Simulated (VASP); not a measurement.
# Ti (Fm-3m) in VASP: notebook, part 2 of 2

VASP 6.6.1.

## Step 3: Single point, LDA

This run uses another cell than the first one, of 14.92 Å³/atom, 0.929 times its volume.

INCAR reads:

```
PREC = Accurate
ENCUT = 500
EDIFF = 1E-6
ISMEAR = 1
SIGMA = 0.1
LREAL = False
LASPH = True
NELM = 120
ALGO = Normal
ISIF = 2
LWAVE = False
LCHARG = True
GGA = CA
LELF = True
LVHAR = True
NBANDS = 12
GGA_COMPAT = False
```

KPOINTS reads:

```
regular mesh
0
Gamma
  9 9 9
```

POSCAR reads:

```
Ti
1.0
    2.7635758240      0.0000000000      0.0000000000
    1.3817879120      2.3933268689      0.0000000000
    1.3817879120      0.7977756230      2.2564502114
Ti
1
Direct
    0.0000000000      0.0000000000      0.0000000000
```

Potentials or basis: VASP PAW LDA potentials, release 64 (Ti_sv).

Started as:

```bash
$ cat potpaw_LDA.64/Ti_sv/POTCAR > POTCAR
$ mpirun -np 1 vasp_std > vasp.out
```

OUTCAR:

```text
PREC = Accurate
   ENCUT = 500
   EDIFF = 1E-6
   ISMEAR = 1
   LREAL = False
   LASPH = True
   NELM = 120
   ISIF = 2
   GGA = CA

 ion  position               nearest neighbor table
   1  0.000  0.000  0.000-

  LATTYP: Found a face centered cubic cell.
 ALAT       =     3.9082864110

  Lattice vectors:

 A1 = (   2.7635758240,   0.0000000000,   0.0000000000)
 A2 = (   1.3817879120,   2.3933268689,   0.0000000000)
 A3 = (   1.3817879120,   0.7977756230,   2.2564502114)

Analysis of symmetry for initial positions (statically):
=====================================================================
 Subroutine PRICEL returns:
 Original cell was already a primitive cell.

 Routine SETGRP: Setting up the symmetry group for a
 face centered cubic supercell.

 Subroutine GETGRP returns: Found 48 space group operations
 (whereof 48 operations were pure point group operations)
 out of a pool of 48 trial point group operations.

The static configuration has the point symmetry O_h .

Analysis of symmetry for dynamics (positions and initial velocities):
=====================================================================
 Subroutine PRICEL returns:
 Original cell was already a primitive cell.

 Routine SETGRP: Setting up the symmetry group for a
 face centered cubic supercell.

 Subroutine GETGRP returns: Found 48 space group operations
 (whereof 48 operations were pure point group operations)
 out of a pool of 48 trial point group operations.

The dynamic configuration has the point symmetry O_h .

 Subroutine INISYM returns: Found 48 space group operations
 (whereof 48 operations are pure point group operations),
 and found     1 'primitive' translations

----------------------------------------------------------------------------------------

                                     Primitive cell

  volume of cell :      14.9245

  direct lattice vectors                    reciprocal lattice vectors
     2.763575824  0.000000000  0.000000000     0.361850032 -0.208914213 -0.147724657
     1.381787912  2.393326869  0.000000000     0.000000000  0.417828427 -0.147724657
     1.381787912  0.797775623  2.256450211     0.000000000  0.000000000  0.443173971

  length of vectors
     2.763575824  2.763575824  2.763575824     0.443173971  0.443173971  0.443173971

  position of ions in fractional coordinates (direct lattice)
     0.000000000  0.000000000  0.000000000

  ion indices of the primitive-cell ions
   primitive index   ion index
                 1           1

----------------------------------------------------------------------------------------

 KPOINTS: regular mesh

Automatic generation of k-mesh.
 Grid dimensions read from file:
 generate k-points for:    9    9    9

 Generating k-lattice:

  Cartesian coordinates                     Fractional coordinates (reciprocal lattice)
     0.040205559 -0.023212690 -0.016413851     0.111111111 -0.000000000  0.000000000
     0.000000000  0.046425381 -0.016413851     0.000000000  0.111111111  0.000000000
     0.000000000  0.000000000  0.049241552     0.000000000  0.000000000  0.111111111

  Length of vectors
     0.049241552  0.049241552  0.049241552

  Shift w.r.t. Gamma in fractional coordinates (k-lattice)
     0.000000000  0.000000000  0.000000000

 Subroutine IBZKPT returns following result:
 ===========================================

 Found     35 irreducible k-points:

 Following reciprocal coordinates:
            Coordinates               Weight
  0.000000  0.000000  0.000000      1.000000
  0.111111  0.000000 -0.000000      8.000000
  0.222222  0.000000 -0.000000      8.000000
  0.333333  0.000000 -0.000000      8.000000
  0.444444  0.000000 -0.000000      8.000000
  0.111111  0.111111  0.000000      6.000000
[... 16 lines left out ...]
 -0.333333  0.333333  0.000000     12.000000
  0.444444  0.444444 -0.000000      6.000000
 [... further k-points ...]
   k-points           NKPTS =     35   k-points in BZ     NKDIM =     35   number of bands    NBANDS=     12
   number of dos      NEDOS =    301   number of ions     NIONS =      1
   total plane-waves  NPLWV =   8000
   dimension x,y,z NGX =    20 NGY =   20 NGZ =   20
   dimension x,y,z NGXF=    40 NGYF=   40 NGZF=   40
   ions per type =               1
   NGX,Y,Z   is equivalent  to a cutoff of  12.03, 12.03, 12.03 a.u.
   NGXF,Y,Z  is equivalent  to a cutoff of  24.06, 24.06, 24.06 a.u.
 SYSTEM =  unknown system
   PREC   = accura    normal or accurate (medium, high low for compatibility)
   ISTART =      0    job   : 0-new  1-cont  2-samecut
   ICHARG =      2    charge: 1-file 2-atom 10-const
   ISPIN  =      1    spin polarized calculation?
   LNONCOLLINEAR =      F non collinear calculations
   LSORBIT =      F    spin-orbit coupling
   LASPH  =      T    aspherical Exc in radial PAW
   ENCUT  =  500.0 eV  36.75 Ry    6.06 a.u.   5.04  5.04  5.04*2*pi/ulx,y,z
   NELM   =    120;   NELMIN=  2; NELMDL= -5     # of ELM steps
   EDIFF  = 0.1E-05   stopping-criterion for ELM
   LREAL  =      F    real-space projection
   EDIFFG = 0.1E-04   stopping-criterion for IOM
   NSW    =      0    number of steps for IOM
   IBRION =     -1    ionic relax: 0-MD 1-quasi-New 2-CG
   NFREE  =      0    steps in history (QN), initial steepest desc. (CG)
   ISIF   =      2    stress and relaxation
   ISYM   =      2    0-nonsym 1-usesym 2-fastsym
   POTIM  = 0.5000    time-step for ionic-motion
   TEBEG  =    0.0;   TEEND  =   0.0 temperature during run
   PSTRESS=    0.0 pullay stress
   NELECT =      12.0000    total number of electrons
   NUPDOWN=      -1.0000    fix difference up-down
   EMIN   =  10.00;   EMAX   =-10.00  energy-range for DOS
   EFERMI =   0.00;   METHOD = LEGACY
   ISMEAR =     1;   SIGMA  =   0.10  broadening in eV -4-tet -1-fermi 0-gaus
   EFERMI_NEDOS =   21; number of points for ismear=-14 and -15
   IALGO  =     38    algorithm
   IMIX   =      4    mixing-type and parameters
     AMIX     =   0.40;   BMIX     =  1.00
     AMIX_MAG =   1.60;   BMIX_MAG =  1.00
  volume/ion in A,a.u.               =      14.92       100.72
  Fermi-wavevector in a.u.,A,eV,Ry     =   1.522307  2.876743 31.530387  2.317418
  Thomas-Fermi vector in A             =   2.630904
   LORBIT       =      0    0 simple, 1 ext, 2 COOP (PROOUT), +10 PAW based schemes
   GGA     = CA    functional components
   LHFCALC =     F    Hartree Fock is set to
   AEXX    =    0.0000 exact exchange contribution
   IVDW    =     0    specifies the selected vdW correction
   LEPSILON=     F    determine dielectric tensor
   LRPA    =     F    only Hartree local field effects (RPA)
 non-spin polarized calculation
 Methfessel and Paxton  Order N= 1 SIGMA  =   0.10
  energy-cutoff  :      500.00
  volume of cell :       14.92
 maximum number of plane-waves:       386
   NGX =  9   NGY =  9   NGZ =  9

 number of electron      12.0000005 magnetization

 Free energy of the ion-electron system (eV)
  ---------------------------------------------------
  ext. energy  EPLUGINS =         0.00000000
  ---------------------------------------------------
  free energy    TOTEN  =        -8.45895904 eV

  energy without entropy =       -8.45561136  energy(sigma->0) =       -8.45784315

 E-fermi :   9.7292     XC(G=0): -12.5289

 val. band max:        9.7241262261   @ k =  -0.3333   0.2222   0.0000
 cond. band min:       9.7314645238   @ k =  -0.3333   0.3333   0.1111
 fundamental gap:      0.0073382977
 Fermi energy:         9.7291902413

 k-point     1 :       0.0000    0.0000    0.0000
  band No.  band energies     occupation
      1     -46.1084      2.00000
      2     -22.1020      2.00000
      3     -22.1020      2.00000
      4     -22.1020      2.00000
      5       3.3708      2.00000
      6      10.6172     -0.00000
      7      10.6172     -0.00000
      8      10.6172     -0.00000
      9      12.5954      0.00000
     10      12.5954      0.00000
     11      25.8839      0.00000
     12      31.0420      0.00000

 k-point     2 :       0.1111    0.0000   -0.0000
  band No.  band energies     occupation
      1     -46.0814      2.00000
      2     -22.2389      2.00000
      3     -22.1185      2.00000
      4     -22.1185      2.00000
      5       3.8258      2.00000
      6      10.3376     -0.00000
      7      10.7778     -0.00000
      8      10.7778     -0.00000
      9      12.4946      0.00000
     10      12.4946      0.00000
     11      26.3288      0.00000
     12      28.6389      0.00000
[... 316 lines left out ...]
 k-point    24 :       0.4444    0.4444   -0.0000
  band No.  band energies     occupation
      1     -45.8056      2.00000
      2     -23.1089      2.00000
      3     -22.4754      2.00000
      4     -22.4754      2.00000
      5       6.5808      2.00000
      6       7.5763      2.00000
      7      13.0144      0.00000
      8      13.8775      0.00000
      9      14.1247      0.00000
     10      14.1247      0.00000
     11      22.6834      0.00000
     12      23.3110      0.00000

 [... further k-points ...]
[... 5 lines left out ...]
  --------------------------------------------------------------------------------------
  -------------------------------------------------------------------------------------
  Total        0.9040120      0.9040120      0.9040120     -0.0000000      0.0000000      0.0000000
  in kB       97.0477856     97.0477856     97.0477856     -0.0000000      0.0000000      0.0000000
  external PRESSURE =      97.0477856 kB  Pullay stress =       0.0000000 kB

 VOLUME and BASIS-vectors are now :
 -----------------------------------------------------------------------------
  energy-cutoff  :      500.00
  volume of cell :       14.92
      direct lattice vectors                 reciprocal lattice vectors
     2.763575824  0.000000000  0.000000000     0.361850032 -0.208914213 -0.147724657
     1.381787912  2.393326869  0.000000000     0.000000000  0.417828427 -0.147724657
     1.381787912  0.797775623  2.256450211     0.000000000  0.000000000  0.443173971

 POSITION                                       TOTAL-FORCE (eV/Angst)
 -----------------------------------------------------------------------------------
      0.00000      0.00000      0.00000         0.000000      0.000000      0.000000
 -----------------------------------------------------------------------------------
    total drift:                               -0.000000     -0.000000     -0.000000

  FREE ENERGIE OF THE ION-ELECTRON SYSTEM (eV)
  ---------------------------------------------------
  free  energy   TOTEN  =        -8.4589590436 eV

  energy  without entropy=       -8.4556113570  energy(sigma->0) =       -8.45784315
```

Run time: 14 s. Hardware: 1 thread of AMD EPYC 7R13, shared host; peak memory 0.09 GiB.

Results:

```yaml
Free_energy: -8.4590 eV
Pressure: 9.7 GPa
Band_gap_on_the_k_mesh: zero (band 6 reaches 10.62 eV, above the bottom of band 7 at 9.11 eV)
```
